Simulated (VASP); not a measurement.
C: single point with PBE

C:

```xyz
4
Lattice="2.5443 0.0000 0.0000 0.0000 3.5981 0.0000 0.0000 0.0000 2.5231" Properties=species:S:1:pos:R:3 pbc="T T T"
C     0.0000   -0.0002    0.0000
C     1.2721    1.7988    1.2615
C     0.0000    0.8998    1.2615
C     1.2721    2.6988    0.0000
```

```json
{"Program": "VASP 6.6.1", "Task": "single point", "Functional": "PBE", "Potentials or basis": "VASP PAW PBE potentials, release 64 (C)", "Cutoff": "600 eV", "k mesh": "10 × 6 × 10", "Occupations": "gaussian, width 0.02 eV", "Spin": "no spin polarisation", "Dipole correction": "no", "Further INCAR settings": "ALGO = Normal; EDIFF = 1e-06; NBANDS = 16"}
```

```json
{
  "Pressure": "-5.9 GPa",
  "Band gap on the k mesh": "4.07 eV"
}
```

Forces in eV/Å, atoms in the order of the input:
```
C    0.000 -0.002  0.000
C    0.000 -0.002  0.000
C    0.000  0.002  0.000
C    0.000  0.002  0.000
```

Stress tensor (GPa, compression positive):
```
-9.13  0.00  0.00
 0.00 -8.43  0.00
 0.00  0.00 -0.01
```

Levels at points of the mesh, in eV from the valence-band top:
| k point | band 5 | band 6 | band 7 | band 8 | band 9 | band 10 | band 11 | band 12 |
| --- | --- | --- | --- | --- | --- | --- | --- | --- |
| (0.00, 0.00, 0.00) | -6.09 | -0.07 | -0.02 | 0.00 | 4.59 | 4.92 | 5.38 | 5.54 |
| (0.50, 0.00, 0.00) | -7.57 | -7.57 | -2.91 | -2.91 | 7.97 | 7.97 | 9.91 | 9.91 |
| (0.00, 0.50, 0.00) | -4.12 | -4.12 | -3.97 | -3.97 | 4.42 | 4.42 | 10.12 | 10.12 |
| (0.50, 0.50, 0.00) | -2.78 | -2.78 | -2.71 | -2.71 | 8.24 | 8.24 | 8.46 | 8.46 |
| (0.00, 0.00, 0.50) | -7.52 | -7.52 | -2.98 | -2.98 | 7.78 | 7.78 | 9.77 | 9.77 |
| (0.50, 0.00, 0.50) | -6.24 | -6.24 | -6.24 | -6.24 | 4.66 | 4.66 | 4.66 | 4.66 |
| (0.00, 0.50, 0.50) | -2.86 | -2.86 | -2.78 | -2.78 | 8.29 | 8.29 | 8.37 | 8.37 |
| (0.50, 0.50, 0.50) | -8.19 | -8.19 | -8.19 | -8.19 | 10.45 | 10.45 | 10.45 | 10.45 |

Wall time 66 s on 1 thread of Intel Xeon 8259CL (shared host), peak memory 0.16 GiB.

Caveat: the stress differs along the axes, from -9 to -0 GPa. A k mesh can miss the band edges.
